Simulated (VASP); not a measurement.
Crystal: MnHg.

```
CELL_PARAMETERS angstrom
3.31500 0.00000 0.00000
0.00000 3.31500 0.00000
0.00000 0.00000 3.31500
ATOMIC_POSITIONS crystal
Hg 0.00000 0.00000 0.00000
Mn 0.50000 0.50000 0.50000
```

Base run:

- Program: VASP 6.6.1
- Functional: PBE
- Potentials or basis: VASP PAW PBE potentials, release 64 (Hg_sv_GW, Mn_sv)
- Cutoff: 680 eV
- k mesh: 7 × 7 × 7
- Occupations: fermi-dirac, width 0.05 eV
- Spin: collinear spin, ferromagnetic start
- Starting moments: [0.0, 5.0] μB
- Fixed moment: 5 μB

Its results: pressure 9.4 GPa; site moments Hg +0.20; Mn +4.09 μB.

Question: The run is repeated on the same cell with these changes: fixed moment from 5 μB to 3 μB; moments at the start from [0.0, 5.0] to [0.0, 3.0]. What comes out?

Answer: Pressure -6.0 GPa; site moments Hg -0.12; Mn +3.05 μB.

Caveats: the total moment is fixed, so each spin has its own Fermi level and the state may be an excited one; the cell stands under pressure (at least some runs); the cell stands under tension (at least some runs).
